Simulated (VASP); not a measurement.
Set up this calculation in VASP 6.6.1, as the native input.

| Quantity | Value |
| --- | --- |
| Task | single point |
| Functional | PBE |
| Dispersion | D4 |
| Potentials or basis | VASP PAW PBE potentials, release 64 (Be, Te) |
| Cutoff | 600 eV |
| k mesh | 8 × 8 × 8 |
| Occupations | gaussian, width 0.02 eV |
| Spin | no spin polarisation |
| Dipole correction | no |
| Further INCAR settings | ALGO = Normal; EDIFF = 1e-06; NBANDS = 11 |

The structure of BeTe lies in POSCAR:

```
BeTe
1.0
    0.0000000000      2.7422169000      2.7422169000
    2.7422169000      0.0000000000      2.7422169000
    2.7422169000      2.7422169000      0.0000000000
Be Te
1 1
Direct
    0.0000000000      0.0000000000      0.0000000000
    0.7500000000      0.7500000000      0.7500000000
```

The input as run:

INCAR

```
SYSTEM = BeTe
ALGO = Normal ; EDIFF = 1E-6
ENCUT = 600 ; GGA = PE
GGA_COMPAT = .FALSE. ; ISIF = 2
ISMEAR = 0 ; IVDW = 13
LASPH = .TRUE. ; LCHARG = .TRUE.
LELF = .TRUE. ; LREAL = .FALSE.
LVHAR = .TRUE. ; LWAVE = .FALSE.
NBANDS = 11 ; NELM = 120
PREC = Accurate ; SIGMA = 0.02
```

KPOINTS

```
k-points
0
G
  8 8 8
  0 0 0
```

Potentials or basis: VASP PAW PBE potentials, release 64 (Be, Te).

Launch:

```sh
$ cat potpaw_PBE.64/Be/POTCAR potpaw_PBE.64/Te/POTCAR > POTCAR
$ mpirun -np 1 vasp_std > vasp.out
```

Results of the run:

```yaml
Pressure: 4.2 GPa
Band_gap_on_the_k_mesh: 1.76 eV, indirect (least direct gap 3.53 eV)
Dispersion_energy_per_atom: -0.346 eV
```

Caveat: spin-orbit coupling is left out, which moves the levels of the heavy elements.

Wall time 24 s on 1 thread of AMD EPYC 7R43 64-Core Processor (Zen 3) (shared host), peak memory 0.15 GiB.
